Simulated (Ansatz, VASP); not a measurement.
## AlN: VASP beside Ansatz

```
CELL_PARAMETERS angstrom
3.11300 0.00000 0.00000
-1.55650 2.69594 0.00000
0.00000 0.00000 4.98100
ATOMIC_POSITIONS crystal
Al 0.33333 0.66667 0.99901
Al 0.66667 0.33333 0.49901
N 0.33333 0.66667 0.38099
N 0.66667 0.33333 0.88099
```

Alike in both runs: task electric field gradients; functional PBE; k mesh 10 × 10 × 6; occupations fermi-dirac, width 0.02 eV; no spin polarisation.

|  | VASP | Ansatz |
| --- | --- | --- |
| version | VASP 6.6.1 | Ansatz 0.2.0 |
| potentials or method | VASP PAW PBE potentials, release 64 (Al, N) | plane-wave PAW, scalar-relativistic |
| plane-wave cutoff (eV) | 520 | 420 |
| valence electrons in the cell | 16 | 16 |

VASP gave:

| Property | Result |
| --- | --- |
| gap on the k mesh at the Fermi level (eV) | 4.19 |
| pressure (GPa) | 3.4 |
| traceless stress, the component that is largest in VASP (GPa) | 0.19 |
| size of Vzz on the site where it differs most (V/Å²) | 0.0 |

Task: Estimate Ansatz's values.

Result: gap on the k mesh at the Fermi level (eV): 4.18; pressure (GPa): 3.7; traceless stress, the component that is largest in VASP (GPa): 0.14; size of Vzz on the site where it differs most (V/Å²): 0.2.

With one functional, cell and mesh, what is left measures potentials, basis and numerics.
